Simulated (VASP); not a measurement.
Here is a VASP 6.6.1 calculation.

The input INCAR:

```
ALGO     = Normal         # electronic algorithm
EDIFF    = 1E-6           # SCF threshold, eV
ENCUT    = 520            # plane-wave cutoff, eV
GGA      = PE             # functional
ISIF     = 2              # what is computed and relaxed
ISMEAR   = 1              # smearing method
LASPH    = T              # aspherical terms in the spheres
LCHARG   = F              # write CHGCAR
LREAL    = Auto         
LUSENCCL = F            
LWAVE    = F              # write WAVECAR
NBANDS   = 223            # bands
NELM     = 80             # most SCF steps
PREC     = Accurate       # precision mode
SIGMA    = 0.1            # smearing width, eV
```

KPOINTS

```
k-points
0
Gamma
  2 2 2
```

POSCAR

```
Si36W17
1.0
    9.6876021900      0.0000000000      0.0000000000
    0.0000000000      9.6876021900      0.0000000000
   -3.2292007300     -3.2292007300      7.8679106400
Si W
36 17
Direct
    0.1141868441      0.1084753172      0.3311078531
    0.2214553624      0.2250920724      0.1678528215
    0.1270026327      0.1177846654      0.8398164776
    0.2260204491      0.2197884632      0.6632391036
    0.1048043448      0.4494962443      0.3378838578
    0.2215174387      0.5516350403      0.1657948418
    0.1148395250      0.4409504591      0.8342171512
    0.2146169185      0.5532342498      0.6579796387
    0.1065031338      0.7710832717      0.3367257359
    0.2193060254      0.8811591727      0.1632801971
    0.1033738376      0.7749002765      0.8274297076
    0.2121618857      0.8769677762      0.6562221200
    0.4395085961      0.1075423431      0.3303803410
    0.5557734728      0.2205259124      0.1661396602
    0.4426370952      0.1027993381      0.8305414613
    0.5495937451      0.2196723737      0.6628462420
    0.4491179469      0.4451538081      0.3366405798
    0.5585267098      0.5581680039      0.1699923984
    0.4431929494      0.4454152743      0.8319931808
    0.5551254270      0.5517251016      0.6597199991
    0.4472727757      0.7733887679      0.3341699112
    0.5530860822      0.8849925681      0.1629731270
    0.4417060303      0.7742346516      0.8293421594
    0.5583952919      0.8795129368      0.6587222755
    0.7752211468      0.1077505103      0.3282183947
    0.8883177665      0.2207865371      0.1666812271
    0.7660246004      0.1166270635      0.8399872981
    0.8885334524      0.2256114130      0.6670937483
    0.7878289621      0.4520793167      0.3454875283
    0.8900653616      0.5522255189      0.1675467682
    0.7761131853      0.4424720079      0.8364985701
    0.8949841040      0.5388683251      0.6728832141
    0.7840405053      0.7850152563      0.3265732311
    0.8912332726      0.8864546907      0.1617110384
    0.7826348570      0.7781244529      0.8364810305
    0.8987344240      0.9474610325      0.6885495080
    0.0026766361      0.0029047627      0.0014016428
    0.0026491696      0.0040157616      0.4961122690
   -0.0007102334      0.3309888741     -0.0007442891
    0.0009806741      0.3253631104      0.4984829111
    0.0015882800      0.6609087057      0.0006000322
   -0.2473325621      0.6963937409      0.5309337118
    0.3322957511     -0.0036927562     -0.0019936678
    0.3339204266     -0.0043371665      0.4977012550
    0.3387437096      0.3347372487      0.0028097675
    0.3329377141      0.3310908174      0.4984286400
    0.3329628790      0.6630518873     -0.0020147661
    0.3333177361      0.6628681178      0.4974254512
    0.6650382362     -0.0047096408     -0.0032903272
    0.6633618487      0.0004186483      0.4969216326
    0.6658757086      0.3349825798      0.0046683296
    0.6653288066      0.3288431690      0.4998898920
    0.6678908805      0.6658058445     -0.0023897069
```

Potentials or basis: VASP PAW PBE potentials, release 64 (Si, W_sv).

Run with:

```console
$ cat potpaw_PBE.64/Si/POTCAR potpaw_PBE.64/W_sv/POTCAR > POTCAR
$ mpirun -np 1 vasp_std > vasp.out
```

Question: Estimate the largest force.

Answer: 5.796 eV/Å.

Question: Predict the pressure.

Answer: 1.3 GPa.

Question: Predict the band gap on the k mesh.

Answer: Zero (bands 191 and 192 overlap by 0.21 eV).

Forces in eV/Å, atoms in the order of the input:
```
Si   0.049  0.028  0.060
Si   0.056 -0.001  0.000
Si  -0.407 -0.026 -0.124
Si   0.033  0.017  0.087
Si   0.009 -0.004  0.027
Si   0.056  0.048  0.070
Si   0.069  0.015  0.044
Si  -0.106  0.180  0.124
Si  -0.037  0.080  0.102
Si   0.068  0.102 -0.011
Si  -0.137  0.063  0.013
Si  -0.080 -0.014  0.100
Si   0.101  0.068  0.094
Si   0.093  0.009  0.015
Si   0.010  0.041  0.050
Si   0.134  0.015  0.018
Si  -0.099 -0.174 -0.045
Si   0.331  0.068  0.052
Si   0.048 -0.011  0.037
Si   0.086  0.041  0.197
Si   0.010  0.248  0.051
Si   0.160  0.040  0.098
Si   0.027  0.048  0.058
Si   0.117  0.107  0.214
Si   0.048  0.039  0.088
Si   0.064  0.020 -0.034
Si   0.565 -0.077 -0.162
Si   0.075 -0.247  0.084
Si   0.495 -0.351 -0.216
Si  -0.001  0.061 -0.080
Si   0.135  0.077 -0.008
Si   0.366  0.569 -0.077
Si   0.508  0.156  0.270
Si   0.071  0.137  0.089
Si   0.257  0.088  0.418
Si   0.194 -2.049 -0.759
W    0.185  0.111  0.196
W    0.124  0.296  0.076
W    0.066  0.079  0.079
W    0.060  0.110  0.060
W    0.120  0.167 -0.082
W   -5.238 -1.043 -2.251
W    0.098  0.136  0.122
W    0.094 -0.041  0.045
W    0.114  0.103  0.169
W    0.053  0.088  0.080
W    0.245 -0.107  0.306
W    0.071  0.036 -0.004
W    0.070  0.146  0.093
W    0.152  0.118  0.080
W    0.121 -0.004 -0.041
W    0.194  0.374  0.096
W    0.105  0.019  0.034
```

Caveat: the k points lie up to 0.40 Å⁻¹ apart; spin-orbit coupling is left out, which moves the levels of the heavy elements.
